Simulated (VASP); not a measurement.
# CdSe (wurtzite type) (P6_3mc) in VASP: a series of runs

Runs on CdSe (wurtzite type). Level: PBE. Tasks: single point.

Everything below comes from runs of VASP 6.6.1. Logs are shortened: lines on timing, memory, paths and dates and some standing lists are left out, and cuts for length are marked.

## (1) The cell of the first run

Symmetry: P6_3mc, No. 186, hexagonal system. Conventional cell: a = 2.694 Å, b = 2.694 Å, c = 9.990 Å, α = 90.00°, β = 90.00°, γ = 120.00°. Cd (site symmetry 3m) has 4 Se at 2.56 to 2.89 Å and 6 Cd at 2.69 Å within 3.4 Å. Within 3.4 Å of Se (site symmetry 3m) lie 4 Cd at 2.56 to 2.89 Å and 6 Se at 2.69 Å.

## (2) Single point, PBE

The input, INCAR:

```
PREC     = Accurate       # precision mode
ENCUT    = 520            # plane-wave cutoff, eV
EDIFF    = 1E-6           # SCF threshold, eV
ISMEAR   = -1             # smearing method
SIGMA    = 0.05           # smearing width, eV
LREAL    = False          # projectors in reciprocal space
LASPH    = True           # aspherical terms in the spheres
NELM     = 100            # most SCF steps
ALGO     = Normal         # electronic algorithm
ISIF     = 2              # what is computed and relaxed
LWAVE    = False          # write WAVECAR
LCHARG   = False          # write CHGCAR
GGA      = PE             # functional
NBANDS   = 26             # bands
```

The input, KPOINTS:

```
regular mesh
0
Gamma
  9 9 5
```

The input, POSCAR:

```
CdSe
1.0
    2.6935598335      0.0000000000      0.0000000000
   -1.3467799167      2.3326912424      0.0000000000
    0.0000000000      0.0000000000      9.9895283616
Cd Se
2 2
Direct
    0.3333333333      0.6666666667      0.0597560144
    0.6666666667      0.3333333333      0.5597560144
    0.3333333333      0.6666666667      0.3162439856
    0.6666666667      0.3333333333      0.8162439856
```

Potentials or basis: VASP PAW PBE potentials, release 64 (Cd, Se).

Command:

```bash
$ cat potpaw_PBE.64/Cd/POTCAR potpaw_PBE.64/Se/POTCAR > POTCAR
$ mpirun -np 1 vasp_std > vasp.out
```

OUTCAR:

```text
PREC = Accurate
   ENCUT = 520
   EDIFF = 1E-6
   ISMEAR = -1
   LREAL = False
   LASPH = True
   NELM = 100
   ISIF = 2
   GGA = PE

 ion  position               nearest neighbor table
   1  0.333  0.667  0.060-   3 2.56   4 2.89   4 2.89   4 2.89
   2  0.667  0.333  0.560-   4 2.56   3 2.89   3 2.89   3 2.89
   3  0.333  0.667  0.316-   1 2.56   2 2.89   2 2.89   2 2.89
   4  0.667  0.333  0.816-   2 2.56   1 2.89   1 2.89   1 2.89

  LATTYP: Found a hexagonal cell.
 ALAT       =     2.6935598335
 C/A-ratio  =     3.7086714159

  Lattice vectors:

 A1 = (   2.6935598335,   0.0000000000,   0.0000000000)
 A2 = (  -1.3467799167,   2.3326912424,   0.0000000000)
 A3 = (   0.0000000000,   0.0000000000,   9.9895283616)

Analysis of symmetry for initial positions (statically):
=====================================================================
 Subroutine PRICEL returns:
 Original cell was already a primitive cell.

 Routine SETGRP: Setting up the symmetry group for a
 hexagonal supercell.

 Subroutine GETGRP returns: Found 12 space group operations
 (whereof  6 operations were pure point group operations)
 out of a pool of 24 trial point group operations.

The static configuration has the point symmetry C_3v.
 The point group associated with its full space group is C_6v.

Analysis of symmetry for dynamics (positions and initial velocities):
=====================================================================
 Subroutine PRICEL returns:
 Original cell was already a primitive cell.

 Routine SETGRP: Setting up the symmetry group for a
 hexagonal supercell.

 Subroutine GETGRP returns: Found 12 space group operations
 (whereof  6 operations were pure point group operations)
 out of a pool of 24 trial point group operations.

The dynamic configuration has the point symmetry C_3v.
 The point group associated with its full space group is C_6v.

 Subroutine INISYM returns: Found 12 space group operations
 (whereof  6 operations are pure point group operations),
 and found     1 'primitive' translations

----------------------------------------------------------------------------------------

                                     Primitive cell

  volume of cell :      62.7666

  direct lattice vectors                    reciprocal lattice vectors
[... 89 lines left out ...]
   ENCUT  =  520.0 eV  38.22 Ry    6.18 a.u.   5.01  5.01 18.57*2*pi/ulx,y,z
   NELM   =    100;   NELMIN=  2; NELMDL= -5     # of ELM steps
   EDIFF  = 0.1E-05   stopping-criterion for ELM
   LREAL  =      F    real-space projection
   EDIFFG = 0.1E-04   stopping-criterion for IOM
   NSW    =      0    number of steps for IOM
   IBRION =     -1    ionic relax: 0-MD 1-quasi-New 2-CG
   NFREE  =      0    steps in history (QN), initial steepest desc. (CG)
   ISIF   =      2    stress and relaxation
   ISYM   =      2    0-nonsym 1-usesym 2-fastsym
   POTIM  = 0.5000    time-step for ionic-motion
   TEBEG  =    0.0;   TEEND  =   0.0 temperature during run
   PSTRESS=    0.0 pullay stress
   NELECT =      36.0000    total number of electrons
   NUPDOWN=      -1.0000    fix difference up-down
   EMIN   =  10.00;   EMAX   =-10.00  energy-range for DOS
   EFERMI =   0.00;   METHOD = LEGACY
   ISMEAR =    -1;   SIGMA  =   0.05  broadening in eV -4-tet -1-fermi 0-gaus
   EFERMI_NEDOS =   21; number of points for ismear=-14 and -15
   IALGO  =     38    algorithm
   IMIX   =      4    mixing-type and parameters
     AMIX     =   0.40;   BMIX     =  1.00
     AMIX_MAG =   1.60;   BMIX_MAG =  1.00
  volume/ion in A,a.u.               =      15.69       105.89
  Fermi-wavevector in a.u.,A,eV,Ry     =   1.360189  2.570385 25.172344  1.850115
  Thomas-Fermi vector in A             =   2.486873
   LORBIT       =      0    0 simple, 1 ext, 2 COOP (PROOUT), +10 PAW based schemes
   GGA     = PE    functional components
   LHFCALC =     F    Hartree Fock is set to
   AEXX    =    0.0000 exact exchange contribution
   IVDW    =     0    specifies the selected vdW correction
   LEPSILON=     F    determine dielectric tensor
   LRPA    =     F    only Hartree local field effects (RPA)
 non-spin polarized calculation
  energy-cutoff  :      520.00
  volume of cell :       62.77
 maximum number of plane-waves:      1719
 NGX is ok and might be reduce to    20
   NGX =  9   NGY =  9   NGZ = 37

 number of electron      35.9999992 magnetization

 Free energy of the ion-electron system (eV)
  ---------------------------------------------------
  ext. energy  EPLUGINS =         0.00000000
  ---------------------------------------------------
  free energy    TOTEN  =        -4.58069122 eV

  energy without entropy =       -4.55864643  energy(sigma->0) =       -4.56966882

 E-fermi :   7.5738     XC(G=0): -12.2742

 val. band max:        7.5691249472   @ k =   0.1111   0.1111   0.4000
 cond. band min:       7.5853492297   @ k =   0.1111   0.1111   0.2000
 fundamental gap:      0.0162242825
 Fermi energy:         7.5737659351

 k-point     1 :       0.0000    0.0000    0.0000
  band No.  band energies     occupation
      1     -10.5676      2.00000
      2     -10.3481      2.00000
      3      -3.8988      2.00000
      4      -3.8941      2.00000
      5      -3.1532      2.00000
      6      -2.7263      2.00000
[... 685 lines left out ...]
     25      13.8575      0.00000
     26      16.0304      0.00000

 [... further k-points ...]

------------------------ aborting loop because EDIFF is reached ----------------------------------------

  FORCE on cell =-STRESS in cart. coord.  units (eV):
  Direction    XX          YY          ZZ          XY          YZ          ZX
  --------------------------------------------------------------------------------------
  -------------------------------------------------------------------------------------
  Total       20.0443806     20.0443806     20.1452803      0.0000000      0.0000000      0.0000000
  in kB      511.6516177    511.6516176    514.2271793      0.0000000      0.0000000      0.0000000
  external PRESSURE =     512.5101382 kB  Pullay stress =       0.0000000 kB

 VOLUME and BASIS-vectors are now :
 -----------------------------------------------------------------------------
  energy-cutoff  :      520.00
  volume of cell :       62.77
      direct lattice vectors                 reciprocal lattice vectors
     2.693559834  0.000000000  0.000000000     0.371255907  0.214344698  0.000000000
    -1.346779917  2.332691242  0.000000000     0.000000000  0.428689396  0.000000000
     0.000000000  0.000000000  9.989528362     0.000000000  0.000000000  0.100104826

 POSITION                                       TOTAL-FORCE (eV/Angst)
 -----------------------------------------------------------------------------------
     -0.00000      1.55513      0.59693        -0.000000     -0.000000     -0.002140
      1.34678      0.77756      5.59170         0.000000     -0.000000     -0.002140
     -0.00000      1.55513      3.15913        -0.000000      0.000000      0.002140
      1.34678      0.77756      8.15389         0.000000      0.000000      0.002140
 -----------------------------------------------------------------------------------
    total drift:                               -0.000000     -0.000000      0.000952

  FREE ENERGIE OF THE ION-ELECTRON SYSTEM (eV)
  ---------------------------------------------------
  free  energy   TOTEN  =        -4.5806912208 eV

  energy  without entropy=       -4.5586464274  energy(sigma->0) =       -4.56966882
```

Run time: 50 s. Hardware: 1 thread of Intel Xeon 8259CL, shared host; peak memory 0.21 GiB.

Results:

- Free energy: -4.5807 eV
- Pressure: 51.3 GPa
- Band gap on the k mesh: zero (bands 18 and 19 overlap by 7.09 eV)

Forces on the atoms (eV/Å):
```
Cd   0.000  0.000 -0.002
Cd   0.000  0.000 -0.002
Se   0.000  0.000  0.002
Se   0.000  0.000  0.002
```

Stress tensor (GPa, compression positive):
```
51.17  0.00  0.00
 0.00 51.17  0.00
 0.00  0.00 51.42
```

Caveat: the cell stands under pressure.

## (3) Single point, PBE

The input, INCAR:

```
SYSTEM = CdSe
  ALGO = Normal
  EDIFF = 1E-6
  ENCUT = 520
  GGA = PE
  ISIF = 2
  ISMEAR = -1
  LASPH = .TRUE.
  LCHARG = .FALSE.
  LREAL = .FALSE.
  LWAVE = .FALSE.
  NBANDS = 26
  NELM = 60
  PREC = Accurate
  SIGMA = 0.05
```

The input, KPOINTS:

```
k-points
0
G
  9 9 5
  0 0 0
```

POSCAR is that of step 2.

Potentials or basis: VASP PAW PBE potentials, release 64 (Cd, Se).

Command:

```bash
$ cat potpaw_PBE.64/Cd/POTCAR potpaw_PBE.64/Se/POTCAR > POTCAR
$ mpirun -np 1 vasp_std > vasp.out
```

OUTCAR:

```text
SYSTEM = CdSe
   EDIFF = 1E-6
   ENCUT = 520
   GGA = PE
   ISIF = 2
   ISMEAR = -1
   LASPH = .TRUE.
   LREAL = .FALSE.
   NELM = 60
   PREC = Accurate

 ion  position               nearest neighbor table
   1  0.333  0.667  0.060-   3 2.56   4 2.89   4 2.89   4 2.89
   2  0.667  0.333  0.560-   4 2.56   3 2.89   3 2.89   3 2.89
   3  0.333  0.667  0.316-   1 2.56   2 2.89   2 2.89   2 2.89
   4  0.667  0.333  0.816-   2 2.56   1 2.89   1 2.89   1 2.89

  LATTYP: Found a hexagonal cell.
 ALAT       =     2.6935598335
 C/A-ratio  =     3.7086714159

  Lattice vectors:

 A1 = (   2.6935598335,   0.0000000000,   0.0000000000)
 A2 = (  -1.3467799167,   2.3326912424,   0.0000000000)
 A3 = (   0.0000000000,   0.0000000000,   9.9895283616)

Analysis of symmetry for initial positions (statically):
=====================================================================
 Subroutine PRICEL returns:
 Original cell was already a primitive cell.

 Routine SETGRP: Setting up the symmetry group for a
 hexagonal supercell.

 Subroutine GETGRP returns: Found 12 space group operations
 (whereof  6 operations were pure point group operations)
 out of a pool of 24 trial point group operations.

The static configuration has the point symmetry C_3v.
 The point group associated with its full space group is C_6v.

Analysis of symmetry for dynamics (positions and initial velocities):
=====================================================================
 Subroutine PRICEL returns:
 Original cell was already a primitive cell.

 Routine SETGRP: Setting up the symmetry group for a
 hexagonal supercell.

 Subroutine GETGRP returns: Found 12 space group operations
 (whereof  6 operations were pure point group operations)
 out of a pool of 24 trial point group operations.

The dynamic configuration has the point symmetry C_3v.
 The point group associated with its full space group is C_6v.

 Subroutine INISYM returns: Found 12 space group operations
 (whereof  6 operations are pure point group operations),
[... 119 lines left out ...]
     AMIX     =   0.40;   BMIX     =  1.00
     AMIX_MAG =   1.60;   BMIX_MAG =  1.00
  volume/ion in A,a.u.               =      15.69       105.89
  Fermi-wavevector in a.u.,A,eV,Ry     =   1.360189  2.570385 25.172344  1.850115
  Thomas-Fermi vector in A             =   2.486873
   LORBIT       =      0    0 simple, 1 ext, 2 COOP (PROOUT), +10 PAW based schemes
   GGA     = PE    functional components
   LHFCALC =     F    Hartree Fock is set to
   AEXX    =    0.0000 exact exchange contribution
   IVDW    =     0    specifies the selected vdW correction
   LEPSILON=     F    determine dielectric tensor
   LRPA    =     F    only Hartree local field effects (RPA)
 non-spin polarized calculation
  energy-cutoff  :      520.00
  volume of cell :       62.77
 maximum number of plane-waves:      1719
 NGX is ok and might be reduce to    20
   NGX =  9   NGY =  9   NGZ = 37

 number of electron      35.9999992 magnetization

 Free energy of the ion-electron system (eV)
  ---------------------------------------------------
  ext. energy  EPLUGINS =         0.00000000
  ---------------------------------------------------
  free energy    TOTEN  =        -4.58069122 eV

  energy without entropy =       -4.55864643  energy(sigma->0) =       -4.56966882

 E-fermi :   7.5738     XC(G=0): -12.2742

 val. band max:        7.5691249472   @ k =   0.1111   0.1111   0.4000
 cond. band min:       7.5853492297   @ k =   0.1111   0.1111   0.2000
 fundamental gap:      0.0162242825
 Fermi energy:         7.5737659351

 k-point     1 :       0.0000    0.0000    0.0000
  band No.  band energies     occupation
      1     -10.5676      2.00000
      2     -10.3481      2.00000
      3      -3.8988      2.00000
      4      -3.8941      2.00000
      5      -3.1532      2.00000
      6      -2.7263      2.00000
[... 685 lines left out ...]
     25      13.8575      0.00000
     26      16.0304      0.00000

 [... further k-points ...]

------------------------ aborting loop because EDIFF is reached ----------------------------------------

  FORCE on cell =-STRESS in cart. coord.  units (eV):
  Direction    XX          YY          ZZ          XY          YZ          ZX
  --------------------------------------------------------------------------------------
  -------------------------------------------------------------------------------------
  Total       20.0443806     20.0443806     20.1452803      0.0000000      0.0000000      0.0000000
  in kB      511.6516177    511.6516176    514.2271793      0.0000000      0.0000000      0.0000000
  external PRESSURE =     512.5101382 kB  Pullay stress =       0.0000000 kB

 VOLUME and BASIS-vectors are now :
 -----------------------------------------------------------------------------
  energy-cutoff  :      520.00
  volume of cell :       62.77
      direct lattice vectors                 reciprocal lattice vectors
     2.693559834  0.000000000  0.000000000     0.371255907  0.214344698  0.000000000
    -1.346779917  2.332691242  0.000000000     0.000000000  0.428689396  0.000000000
     0.000000000  0.000000000  9.989528362     0.000000000  0.000000000  0.100104826

 POSITION                                       TOTAL-FORCE (eV/Angst)
 -----------------------------------------------------------------------------------
     -0.00000      1.55513      0.59693        -0.000000     -0.000000     -0.002140
      1.34678      0.77756      5.59170         0.000000     -0.000000     -0.002140
     -0.00000      1.55513      3.15913        -0.000000      0.000000      0.002140
      1.34678      0.77756      8.15389         0.000000      0.000000      0.002140
 -----------------------------------------------------------------------------------
    total drift:                               -0.000000     -0.000000      0.000952

  FREE ENERGIE OF THE ION-ELECTRON SYSTEM (eV)
  ---------------------------------------------------
  free  energy   TOTEN  =        -4.5806912208 eV

  energy  without entropy=       -4.5586464274  energy(sigma->0) =       -4.56966882
```

It took 51 s on 1 thread of Intel Xeon 8259CL, shared host; peak memory 0.21 GiB.

What came out:

| Quantity | Value |
| --- | --- |
| Free energy | -4.5807 eV |
| Pressure | 51.3 GPa |
| Band gap on the k mesh | zero (bands 18 and 19 overlap by 7.09 eV) |

Forces in eV/Å, atoms in the order of the input:
```
Cd   0.000  0.000 -0.002
Cd   0.000  0.000 -0.002
Se   0.000  0.000  0.002
Se   0.000  0.000  0.002
```

Levels at points of the mesh, in eV from the Fermi level:
```
           k point  band 16  band 17  band 18  band 19  band 20  band 21
(0.00, 0.00, 0.00)    -0.17     0.78     4.54     4.54     4.63     4.63
```

Caveat: the cell stands under pressure.
